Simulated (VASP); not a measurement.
Write the native input for VASP 6.6.1 that does the following.

- Task: single point
- Functional: PBEsol
- Potentials or basis: VASP PAW PBE potentials, release 64 (Ba_sv, Ti_sv, O_h)
- Cutoff: 1340 eV
- k mesh: 8 × 8 × 8
- Occupations: gaussian, width 0.02 eV
- Spin: no spin polarisation
- Dipole correction: no
- Further INCAR settings: ALGO = Normal; EDIFF = 1e-06; NBANDS = 28

The structure of BaTiO3 lies in POSCAR:

```
BaTiO3
1.0
    4.0095680257      0.0000000000      0.0000000000
    0.0000000000      3.9598279984      0.0000000000
    0.0000000000      0.0000000000      3.9598279984
Ba Ti O
1 1 3
Direct
    0.5000000000      0.5000000000      0.5000000000
    0.0000000000      0.0000000000      0.0000000000
    0.5000000000      0.0000000000      0.0000000000
    0.0000000000      0.5000000000      0.0000000000
    0.0000000000      0.0000000000      0.5000000000
```

One way to write it, as run:

INCAR

```
PREC     = Accurate       # precision mode
ENCUT    = 1340           # plane-wave cutoff, eV
EDIFF    = 1E-6           # SCF threshold, eV
ISMEAR   = 0              # smearing method
SIGMA    = 0.02           # smearing width, eV
LREAL    = F              # projectors in reciprocal space
LASPH    = T              # aspherical terms in the spheres
NELM     = 120            # most SCF steps
ALGO     = Normal         # electronic algorithm
ISIF     = 2              # what is computed and relaxed
LWAVE    = F              # write WAVECAR
LCHARG   = T              # write CHGCAR
GGA      = PS             # functional
LELF     = T              # ELF
LVHAR    = T            
NBANDS   = 28             # bands
GGA_COMPAT= F
```

KPOINTS

```
Automatic mesh
0
Gamma
  8 8 8
```

Potentials or basis: VASP PAW PBE potentials, release 64 (Ba_sv, Ti_sv, O_h).

Run with:

```sh
$ cat potpaw_PBE.64/Ba_sv/POTCAR potpaw_PBE.64/Ti_sv/POTCAR potpaw_PBE.64/O_h/POTCAR > POTCAR
$ mpirun -np 1 vasp_std > vasp.out
```

It gave:

The pressure is 1.0 GPa and the band gap on the k mesh is 1.71 eV (least direct gap 1.85 eV).

Caveat: the PAW data sets were made with another functional, which shifts forces and pressure a little; spin-orbit coupling is left out, which moves the levels of the heavy elements.

Wall time 4.4 min on 1 thread of Intel(R) Xeon(R) Platinum 8488C (Sapphire Rapids) (shared host), peak memory 0.7 GiB.
